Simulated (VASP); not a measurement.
A run of VASP 6.6.1 is set up as follows.

Contents of INCAR:

```
PREC = Accurate
ENCUT = 520
EDIFF = 1E-6
ISMEAR = 0
SIGMA = 0.01
LREAL = F
LASPH = T
NELM = 80
ALGO = Normal
ISIF = 2
LWAVE = F
LCHARG = T
GGA = PE
LELF = T
LVHAR = T
NBANDS = 11
```

Contents of KPOINTS:

```
regular mesh
0
Gamma
  6 6 6
```

Contents of POSCAR:

```
AlN
1.0
    0.0041095617      2.1846165826      2.1847809738
    2.1755074413     -0.0873023267      2.2761902748
    2.1733088035      2.2739894554     -0.0852755102
Al N
1 1
Direct
   -0.0014805155     -0.0213778726     -0.0073396958
    0.7470232819      0.7390127662      0.7483189585
```

Potentials or basis: VASP PAW PBE potentials, release 64 (Al, N).

Run with:

```bash
$ cat potpaw_PBE.64/Al/POTCAR potpaw_PBE.64/N/POTCAR > POTCAR
$ mpirun -np 1 vasp_std > vasp.out
```

(1) Estimate the largest force.

(2) Predict the pressure.

(3) Predict the band gap on the k mesh.

## Answers

(1) 0.927 eV/Å.

(2) -6.9 GPa.

(3) 2.98 eV, indirect (least direct gap 3.34 eV).
